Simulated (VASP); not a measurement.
# In (P6_3/mmc) in VASP: further runs

In is run at these levels: PBE+D3(BJ); tasks: relaxation of shape and atoms at fixed volume.

Program: VASP 6.6.1. These are calculated values, not measurements. Logs are shortened: lines on timing, memory, paths and dates and some standing lists are left out, and cuts for length are marked.

## (1) The cell of the first run

It takes space group P6_3/mmc (No. 194, hexagonal). Conventional cell: a = 3.362 Å, b = 3.362 Å, c = 5.523 Å, α = 90.00°, β = 90.00°, γ = 120.00°. In (site symmetry -6m2) has 12 In at 3.36 to 3.38 Å within 4.4 Å.

This isn't the form of In at room conditions, which is tetragonal.

## (2) Relaxation of shape and atoms at fixed volume, PBE+D3(BJ) (27.03 Å³/atom)

The input, INCAR:

```
SYSTEM = In
  PREC = Accurate
  ENCUT = 600
  EDIFF = 1E-7
  ISMEAR = 0
  SIGMA = 0.1
  LREAL = .FALSE.
  LASPH = .TRUE.
  NELM = 100
  ALGO = Fast
  ISIF = 4
  LWAVE = .FALSE.
  LCHARG = .FALSE.
  GGA = PE
  IVDW = 12
  IBRION = 2
  NSW = 50
  EDIFFG = -0.01
```

The input, KPOINTS:

```
Automatic mesh
0
G
  15 15 8
  0 0 0
```

The input, POSCAR:

```
In
1.0
    3.3617283149      0.0000000000      0.0000000000
   -1.6808641575      2.9113421214      0.0000000000
    0.0000000000      0.0000000000      5.5225627226
In
2
Direct
    0.3333333333      0.6666666667      0.2500000000
    0.6666666667      0.3333333333      0.7500000000
```

Potentials or basis: VASP PAW PBE potentials, release 64 (In_d).

The run is started by

```bash
cat potpaw_PBE.64/In_d/POTCAR > POTCAR
mpirun -np 1 vasp_std > vasp.out
```

OUTCAR:

```text
SYSTEM = In
   PREC = Accurate
   ENCUT = 600
   EDIFF = 1E-7
   ISMEAR = 0
   LREAL = .FALSE.
   LASPH = .TRUE.
   NELM = 100
   ISIF = 4
   GGA = PE
   IVDW = 12
   IBRION = 2
   NSW = 50
   EDIFFG = -0.01
 IVDW          = 12

 ion  position               nearest neighbor table
   1  0.333  0.667  0.250-   2 3.38   2 3.38   2 3.38   2 3.38   2 3.38   2 3.38
   2  0.667  0.333  0.750-   1 3.38   1 3.38   1 3.38   1 3.38   1 3.38   1 3.38

  LATTYP: Found a hexagonal cell.
 ALAT       =     3.3617283149
 C/A-ratio  =     1.6427748483

  Lattice vectors:

 A1 = (   3.3617283149,   0.0000000000,   0.0000000000)
 A2 = (  -1.6808641575,   2.9113421214,   0.0000000000)
 A3 = (   0.0000000000,   0.0000000000,   5.5225627226)

Analysis of symmetry for initial positions (statically):
=====================================================================
 Subroutine PRICEL returns:
 Original cell was already a primitive cell.

 Routine SETGRP: Setting up the symmetry group for a
 hexagonal supercell.

 Subroutine GETGRP returns: Found 24 space group operations
 (whereof 12 operations were pure point group operations)
 out of a pool of 24 trial point group operations.

The static configuration has the point symmetry D_3d.
 The point group associated with its full space group is D_6h.

Analysis of symmetry for dynamics (positions and initial velocities):
=====================================================================
 Subroutine PRICEL returns:
 Original cell was already a primitive cell.

 Routine SETGRP: Setting up the symmetry group for a
 hexagonal supercell.

 Subroutine GETGRP returns: Found 24 space group operations
 (whereof 12 operations were pure point group operations)
 out of a pool of 24 trial point group operations.

The dynamic configuration has the point symmetry D_3d.
 The point group associated with its full space group is D_6h.

 Subroutine INISYM returns: Found 24 space group operations
 (whereof 12 operations are pure point group operations),
 and found     1 'primitive' translations

----------------------------------------------------------------------------------------

                                     Primitive cell

  volume of cell :      54.0501

  direct lattice vectors                    reciprocal lattice vectors
     3.361728315  0.000000000  0.000000000     0.297466037  0.171742097  0.000000000
    -1.680864158  2.911342121  0.000000000     0.000000000  0.343484193  0.000000000
     0.000000000  0.000000000  5.522562723     0.000000000  0.000000000  0.181075354

  length of vectors
     3.361728315  3.361728315  5.522562723     0.343484193  0.343484193  0.181075354

  position of ions in fractional coordinates (direct lattice)
     0.333333333  0.666666667  0.250000000
     0.666666667  0.333333333  0.750000000

  ion indices of the primitive-cell ions
   primitive index   ion index
                 1           1
                 2           2

----------------------------------------------------------------------------------------

 KPOINTS: Automatic mesh

Automatic generation of k-mesh.
 Grid dimensions read from file:
 generate k-points for:   15   15    8

 Generating k-lattice:

  Cartesian coordinates                     Fractional coordinates (reciprocal lattice)
     0.019831069  0.011449473  0.000000000     0.066666667  0.000000000  0.000000000
     0.000000000  0.022898946  0.000000000     0.000000000  0.066666667  0.000000000
     0.000000000  0.000000000  0.022634419     0.000000000  0.000000000  0.125000000

  Length of vectors
     0.022898946  0.022898946  0.022634419

  Shift w.r.t. Gamma in fractional coordinates (k-lattice)
     0.000000000  0.000000000  0.000000000

 Subroutine IBZKPT returns following result:
 ===========================================

 Found    135 irreducible k-points:

 Following reciprocal coordinates:
            Coordinates               Weight
  0.000000  0.000000  0.000000      1.000000
  0.066667  0.000000  0.000000      6.000000
  0.133333  0.000000  0.000000      6.000000
  0.200000  0.000000  0.000000      6.000000
  0.266667  0.000000  0.000000      6.000000
  0.333333  0.000000  0.000000      6.000000
[... 16 lines left out ...]
  0.333333  0.200000  0.000000     12.000000
  0.400000  0.200000  0.000000      6.000000
 [... further k-points ...]
   k-points           NKPTS =    135   k-points in BZ     NKDIM =    135   number of bands    NBANDS=     17
   number of dos      NEDOS =    301   number of ions     NIONS =      2
   total plane-waves  NPLWV =  37632
   dimension x,y,z NGX =    28 NGY =   28 NGZ =   48
   dimension x,y,z NGXF=    56 NGYF=   56 NGZF=   96
   ions per type =               2
   NGX,Y,Z   is equivalent  to a cutoff of  13.85, 13.85, 14.45 a.u.
   NGXF,Y,Z  is equivalent  to a cutoff of  27.69, 27.69, 28.90 a.u.
 SYSTEM =  In
   PREC   = accura    normal or accurate (medium, high low for compatibility)
   ISTART =      0    job   : 0-new  1-cont  2-samecut
   ICHARG =      2    charge: 1-file 2-atom 10-const
   ISPIN  =      1    spin polarized calculation?
   LNONCOLLINEAR =      F non collinear calculations
   LSORBIT =      F    spin-orbit coupling
   LASPH  =      T    aspherical Exc in radial PAW
   ENCUT  =  600.0 eV  44.10 Ry    6.64 a.u.   6.71  6.71 11.03*2*pi/ulx,y,z
   NELM   =    100;   NELMIN=  2; NELMDL= -5     # of ELM steps
   EDIFF  = 0.1E-06   stopping-criterion for ELM
   LREAL  =      F    real-space projection
   EDIFFG = -.1E-01   stopping-criterion for IOM
   NSW    =     50    number of steps for IOM
   IBRION =      2    ionic relax: 0-MD 1-quasi-New 2-CG
   NFREE  =      1    steps in history (QN), initial steepest desc. (CG)
   ISIF   =      4    stress and relaxation
   ISYM   =      2    0-nonsym 1-usesym 2-fastsym
   POTIM  = 0.5000    time-step for ionic-motion
   TEBEG  =    0.0;   TEEND  =   0.0 temperature during run
   PSTRESS=    0.0 pullay stress
   NELECT =      26.0000    total number of electrons
   NUPDOWN=      -1.0000    fix difference up-down
   EMIN   =  10.00;   EMAX   =-10.00  energy-range for DOS
   EFERMI =   0.00;   METHOD = LEGACY
   ISMEAR =     0;   SIGMA  =   0.10  broadening in eV -4-tet -1-fermi 0-gaus
   EFERMI_NEDOS =   21; number of points for ismear=-14 and -15
   IALGO  =     68    algorithm
   IMIX   =      4    mixing-type and parameters
     AMIX     =   0.40;   BMIX     =  1.00
     AMIX_MAG =   1.60;   BMIX_MAG =  1.00
  volume/ion in A,a.u.               =      27.03       182.37
  Fermi-wavevector in a.u.,A,eV,Ry     =   1.282726  2.424000 22.386823  1.645385
  Thomas-Fermi vector in A             =   2.415020
   LORBIT       =      0    0 simple, 1 ext, 2 COOP (PROOUT), +10 PAW based schemes
   GGA     = PE    functional components
   LHFCALC =     F    Hartree Fock is set to
   AEXX    =    0.0000 exact exchange contribution
   IVDW    =    12    specifies the selected vdW correction
   LEPSILON=     F    determine dielectric tensor
   LRPA    =     F    only Hartree local field effects (RPA)
 conjugate gradient relaxation of ions
 non-spin polarized calculation
 RMM-DIIS sequential band-by-band and
 Gauss-broadening in eV      SIGMA  =   0.10
  energy-cutoff  :      600.00
  volume of cell :       54.05
 maximum number of plane-waves:      1834
 NGX is ok and might be reduce to    28
   NGX = 13   NGY = 13   NGZ = 23

--------------------------------------- Ionic step        1  -------------------------------------------

 number of electron      26.0000001 magnetization

 Free energy of the ion-electron system (eV)
  ---------------------------------------------------
  ext. energy  EPLUGINS =         0.00000000
  ---------------------------------------------------
  free energy    TOTEN  =        -5.10973313 eV

  energy without entropy =       -5.10513719  energy(sigma->0) =       -5.10743516

------------------------ aborting loop because EDIFF is reached ----------------------------------------

 Edisp (eV)   -0.65405

 E8    (eV) :    -0.3264

  FORCE on cell =-STRESS in cart. coord.  units (eV):
  Direction    XX          YY          ZZ          XY          YZ          ZX
  --------------------------------------------------------------------------------------
  -------------------------------------------------------------------------------------
  Total      -0.35688    -0.35688    -0.40900     0.00000     0.00000     0.00000
  in kB     -10.57866   -10.57866   -12.12372     0.00000     0.00000     0.00000
  external pressure =      -11.09 kB  Pullay stress =        0.00 kB

 VOLUME and BASIS-vectors are now :
 -----------------------------------------------------------------------------
  energy-cutoff  :      600.00
  volume of cell :       54.05
      direct lattice vectors                 reciprocal lattice vectors
     3.361728315  0.000000000  0.000000000     0.297466037  0.171742097  0.000000000
    -1.680864158  2.911342121  0.000000000     0.000000000  0.343484193  0.000000000
     0.000000000  0.000000000  5.522562723     0.000000000  0.000000000  0.181075354
[... 41 lines left out ...]
 POSITION                                       TOTAL-FORCE (eV/Angst)
 -----------------------------------------------------------------------------------
     -0.00000      1.94171      1.37948        -0.000000      0.000000      0.000000
      1.68157      0.97085      4.13845         0.000000     -0.000000      0.000000
 -----------------------------------------------------------------------------------
    total drift:                                0.000000     -0.000000      0.000000

  FREE ENERGIE OF THE ION-ELECTRON SYSTEM (eV)
  ---------------------------------------------------
  free  energy   TOTEN  =        -5.7638170384 eV

  energy  without entropy=       -5.7592729713  energy(sigma->0) =       -5.76154500

--------------------------------------- Ionic step        3  -------------------------------------------

 number of electron      26.0000000 magnetization

 Free energy of the ion-electron system (eV)
  ---------------------------------------------------
  ext. energy  EPLUGINS =         0.00000000
  ---------------------------------------------------
  free energy    TOTEN  =        -5.10984017 eV

  energy without entropy =       -5.10540555  energy(sigma->0) =       -5.10762286

 E-fermi :   7.1751     XC(G=0): -10.1006

 val. band max:        7.1478058526   @ k =   0.4667   0.0667   0.1250
 cond. band min:       7.2246790669   @ k =   0.2667   0.2000   0.0000
 fundamental gap:      0.0768732143
 Fermi energy:         7.1751087379

 k-point     1 :       0.0000    0.0000    0.0000
  band No.  band energies     occupation
      1      -7.4967      2.00000
      2      -7.4415      2.00000
      3      -7.4134      2.00000
      4      -7.4134      2.00000
      5      -7.3874      2.00000
      6      -7.3874      2.00000
[... 9 lines left out ...]
     16      17.0959      0.00000
     17      17.1028      0.00000
[... 441 lines left out ...]
 k-point    24 :       0.4000    0.2000    0.0000
  band No.  band energies     occupation
      1      -7.5359      2.00000
      2      -7.5071      2.00000
      3      -7.4017      2.00000
      4      -7.3874      2.00000
      5      -7.3308      2.00000
      6      -7.2954      2.00000
[... 9 lines left out ...]
     16       8.7119      0.00000
     17      10.2903      0.00000

 [... further k-points ...]

------------------------ aborting loop because EDIFF is reached ----------------------------------------

 Edisp (eV)   -0.65404

 E8    (eV) :    -0.3264

  FORCE on cell =-STRESS in cart. coord.  units (eV):
  Direction    XX          YY          ZZ          XY          YZ          ZX
  --------------------------------------------------------------------------------------
  -------------------------------------------------------------------------------------
  Total      -0.36129    -0.36129    -0.36679     0.00000     0.00000     0.00000
  in kB     -10.70949   -10.70949   -10.87268     0.00000     0.00000     0.00000
  external pressure =      -10.76 kB  Pullay stress =        0.00 kB

 VOLUME and BASIS-vectors are now :
 -----------------------------------------------------------------------------
  energy-cutoff  :      600.00
  volume of cell :       54.05
      direct lattice vectors                 reciprocal lattice vectors
     3.367373303  0.000000000  0.000000000     0.296967372  0.171454192 -0.000000000
    -1.683686651  2.916230824  0.000000000    -0.000000000  0.342908384 -0.000000000
     0.000000000  0.000000000  5.504062445     0.000000000 -0.000000000  0.181683985

 POSITION                                       TOTAL-FORCE (eV/Angst)
 -----------------------------------------------------------------------------------
     -0.00000      1.94415      1.37602         0.000000     -0.000000     -0.000000
      1.68369      0.97208      4.12805        -0.000000      0.000000      0.000000
 -----------------------------------------------------------------------------------
    total drift:                                0.000000     -0.000000      0.000000

  FREE ENERGIE OF THE ION-ELECTRON SYSTEM (eV)
  ---------------------------------------------------
  free  energy   TOTEN  =        -5.7638765063 eV

  energy  without entropy=       -5.7594418938  energy(sigma->0) =       -5.76165920

 reached required accuracy - stopping structural energy minimisation
```

It took 5.4 min on 1 thread of Intel Xeon Platinum 8259CL at 2.50GHz (Skylake/Cascade Lake), shared host; peak memory 0.29 GiB.

What came out:

```yaml
Free_energy: -5.7639 eV
Energy_gained_by_relaxing: 0.0 meV/atom
Ionic_steps: 3
Pressure_after_relaxing: -1.1 GPa
Band_gap_on_the_k_mesh: zero (bands 13 and 14 overlap by 6.07 eV)
Dispersion_energy_per_atom: -0.327 eV
```

Final structure:
```yaml
crystal:
  lattice:
    - [3.36737, 0.00000, 0.00000]
    - [-1.68369, 2.91623, 0.00000]
    - [0.00000, 0.00000, 5.50406]
  atoms:
    - { symbol: In, position: [0.33333, 0.66667, 0.25000] }
    - { symbol: In, position: [0.66667, 0.33333, 0.75000] }
```

Caveat: spin-orbit coupling is left out, which moves the levels of the heavy elements.

(Continued in part 2 of 2.)

The gap in the log of VASP goes by the Fermi energy; the results here count the filled bands.